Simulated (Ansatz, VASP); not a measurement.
**Two plane-wave programs on CsAs**

The input INCAR:

```
SYSTEM = CsAs
  PREC = Accurate
  ENCUT = 520
  EDIFF = 1E-6
  ISMEAR = 0
  SIGMA = 0.1
  LREAL = .FALSE.
  LASPH = .TRUE.
  NELM = 100
  ALGO = Normal
  ISIF = 2
  LWAVE = .FALSE.
  LCHARG = .FALSE.
  GGA = PE
  NBANDS = 14
```

The input KPOINTS:

```
Automatic mesh
0
G
  6 6 6
  0 0 0
```

Contents of POSCAR:

```
CsAs
1.0
    2.7578267700      1.5922320300      3.2937099500
   -2.7578267700      1.5922320300      3.2937099500
    0.0000000000     -3.1844640500      3.2937099500
Cs As
1 1
Direct
    0.0000000000      0.0000000000      0.0000000000
    0.5000000000      0.5000000000      0.5000000000
```

Input for Ansatz:

```yaml
crystal:
  lattice:
    - [2.75782677, 1.59223203, 3.29370995]
    - [-2.75782677, 1.59223203, 3.29370995]
    - [0.0, -3.18446405, 3.29370995]
  atoms:
    - { symbol: Cs, position: [0.0, 0.0, 0.0] }
    - { symbol: As, position: [0.5, 0.5, 0.5] }
basis:
  ecutwfc: 420
kpoints:
  mp_grid: { grid: [6, 6, 6] }
hamiltonian:
  xc: pbe
scf:
  occupations: { method: gaussian, width: 0.1 }
  lower_state_search: "off"
output:
  forces: true
  stress: true
  eigenvalues: true
```

Alike in both runs: task single point; functional PBE; k mesh 6 × 6 × 6; occupations gaussian, width 0.1 eV; no spin polarisation.

|  | VASP | Ansatz |
| --- | --- | --- |
| version | VASP 6.6.1 | Ansatz 0.2.0 |
| potentials or method | VASP PAW PBE potentials, release 64 (Cs_sv, As), cutoff 520 eV | scalar-relativistic, plane waves, PAW |
| valence electrons in the cell | 14 | 24 |

```tsv
	VASP	Ansatz	Ansatz less VASP
gap on the k mesh at the Fermi level (eV)	none	none	-
pressure (GPa)	0.6	0.6	-0.04
traceless stress, the component that is largest in VASP (GPa)	-2.29	-2.28	+0.005
```

A gap of «none» marks a metal or a gap that the smearing closes. VASP's potentials hold 14 valence electrons a cell and Ansatz's 24, so a difference there can come from the potentials and not from the codes.

Neither program's run includes spin-orbit coupling.
